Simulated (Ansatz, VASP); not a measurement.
# One calculation of Ca, two programs

```
CELL_PARAMETERS angstrom
-1.95658 1.95658 2.75303
1.95658 -1.95658 2.75303
1.95658 1.95658 -2.75303
ATOMIC_POSITIONS crystal
Ca 0.50000 0.50000 0.00000
```

Alike in both runs: functional PBE; k mesh 20 × 20 × 20; occupations gaussian, width 0.1 eV; no spin polarisation.

Ansatz relaxed the structure, and its values are those at the end. VASP's run is a single point on that final structure, the one shown.

|  | VASP | Ansatz |
| --- | --- | --- |
| version | VASP 6.6.1 | Ansatz 0.2.0 |
| potentials or method | VASP PAW PBE potentials, release 64 (Ca_sv), cutoff 520 eV | scalar-relativistic, plane waves, PAW |
| valence electrons in the cell | 10 | 10 |

|  | VASP | Ansatz | Ansatz less VASP |
| --- | --- | --- | --- |
| gap on the k mesh at the Fermi level (eV) | none | none | - |
| pressure (GPa) | 0.0 | 0.0 | -0.01 |

A gap of «none» marks a metal or a gap that the smearing closes. With one functional, cell and mesh, what is left measures potentials, basis and numerics.
